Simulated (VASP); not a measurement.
A run of VASP 6.6.1 is set up as follows.

The input INCAR:

```
  PREC = Accurate
  ENCUT = 520
  EDIFF = 1E-7
  ISMEAR = -1
  SIGMA = 0.0913
  LREAL = F
  LASPH = T
  NELM = 100
  ALGO = Normal
  ISIF = 2
  LWAVE = F
  LCHARG = F
  GGA = PE
  IBRION = 2
  NSW = 100
  EDIFFG = -0.01
```

KPOINTS

```
regular mesh
0
Gamma
  3 3 10
```

POSCAR

```
Li2Cu5
1.0
    8.4554445800      0.0000000000      0.0000000000
    0.0000000000      8.4554445800      0.0000000000
    0.0000000000      0.0000000000      2.5718573700
Cu Li
10 4
Direct
    0.2954000000      0.4324000000      0.0000000000
    0.5676000000      0.2954000000      0.0000000000
    0.7046000000      0.5676000000      0.0000000000
    0.4324000000      0.7046000000      0.0000000000
    0.7954000000      0.0676000000      0.0000000000
    0.0676000000      0.2046000000      0.0000000000
    0.2046000000      0.9324000000      0.0000000000
    0.9324000000      0.7954000000      0.0000000000
    0.0000000000      0.5000000000      0.0000000000
    0.5000000000      0.0000000000      0.0000000000
    0.1720000000      0.6720000000      0.5000000000
    0.3280000000      0.1720000000      0.5000000000
    0.8280000000      0.3280000000      0.5000000000
    0.6720000000      0.8280000000      0.5000000000
```

Potentials or basis: VASP PAW PBE potentials, release 64 (Cu, Li_sv).

Command:

```console
$ cat potpaw_PBE.64/Cu/POTCAR potpaw_PBE.64/Li_sv/POTCAR > POTCAR
$ mpirun -np 1 vasp_std > vasp.out
```

Task: What does it give for the band gap on the k mesh?

Result: Zero (band 61 reaches 5.98 eV, above the bottom of band 62 at 3.50 eV).

Task: What does it give for the energy gained by relaxing?

Result: 8.0 meV/atom.

Step by step:
```csv
step,energy change (eV),largest force (eV/Å),pressure (GPa)
1,0.0000,0.2994,-1.82
2,-0.0187,0.2446,-1.87
3,-0.0583,0.1286,-1.83
4,-0.0690,0.2053,-1.78
5,-0.0750,0.1732,-1.83
6,-0.0974,0.1028,-1.77
7,-0.1104,0.0304,-1.70
8,-0.1107,0.0314,-1.67
9,-0.1115,0.0118,-1.62
10,-0.1117,0.0041,-1.66
```

Caveat: the cutoff is under 1.25 times the usual one of these potentials, so pressure, stress and relaxed cells hold a basis-set (Pulay) error.
